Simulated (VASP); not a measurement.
Runs of VASP 6.6.1 on Zn. The structure is that of space group Fd-3m (No. 227), or close to it. The cells are those of the table. This isn't the form of Zn at room conditions, which is hcp.

```csv
cell,gap on the mesh (eV),pressure (GPa)
"a = 3.679 Å, angles 60.0°, 2 atoms",none,17.3
"a = 3.997 Å, angles 60.0°, 2 atoms",none,0.3
"a = 3.017 Å, angles 60.0°, 2 atoms",none,(a)
"a = 3.172 Å, angles 60.0°, 2 atoms",none,140.0
"a = 3.830 Å, angles 60.0°, 2 atoms",none,6.9
"a = 3.515 Å, angles 60.0°, 2 atoms",none,(b)
```

Alike in all rows: task single point; level PBEsol; potentials or basis VASP PAW PBE potentials, release 64 (Zn); no spin polarisation; k mesh 13 × 13 × 13; cutoff (eV) 520; smearing fermi-dirac 0.05 eV.

Estimate the missing entries.

(a) 243.5; (b) 37.4.

Caveats: the PAW data sets were made with another functional, which shifts forces and pressure a little; the cell stands under pressure (at least some runs).

A gap of «none» marks levels without a gap at the run's occupations.
